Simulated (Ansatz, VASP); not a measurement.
# Two plane-wave programs on CaZrN

```
Ca Zr N
1.0
     3.13601    0.00000    0.00000
     0.00000    3.13601    0.00000
     0.00000    0.00000    7.30929
Ca Zr N
1 1 1
Direct
  0.50000 0.50000 0.00000
  0.50000 0.50000 0.50000
  0.00000 0.00000 0.50000
```

Alike in both runs: functional PBE; k mesh 14 × 14 × 6; occupations gaussian, width 0.1 eV; no spin polarisation.

Ansatz relaxed the structure, and its values are those at the end. VASP's run is a single point on that final structure, the one shown.

|  | VASP | Ansatz |
| --- | --- | --- |
| version | VASP 6.6.1 | Ansatz 0.2.0 |
| potentials or method | VASP PAW PBE potentials, release 64 (Ca_sv, Zr_sv, N), cutoff 520 eV | scalar-relativistic, plane waves, PAW |
| valence electrons in the cell | 27 | 27 |

Ansatz gave:

| Quantity | Value |
| --- | --- |
| gap on the k mesh at the Fermi level (eV) | none |
| pressure (GPa) | 0.0 |

Problem. What did VASP give for the same quantities?

Solution. gap on the k mesh at the Fermi level (eV): none; pressure (GPa): 0.1.

A gap of «none» marks a metal or a gap that the smearing closes. The functional is the same, so the differences come from potentials, cutoffs and numerics.
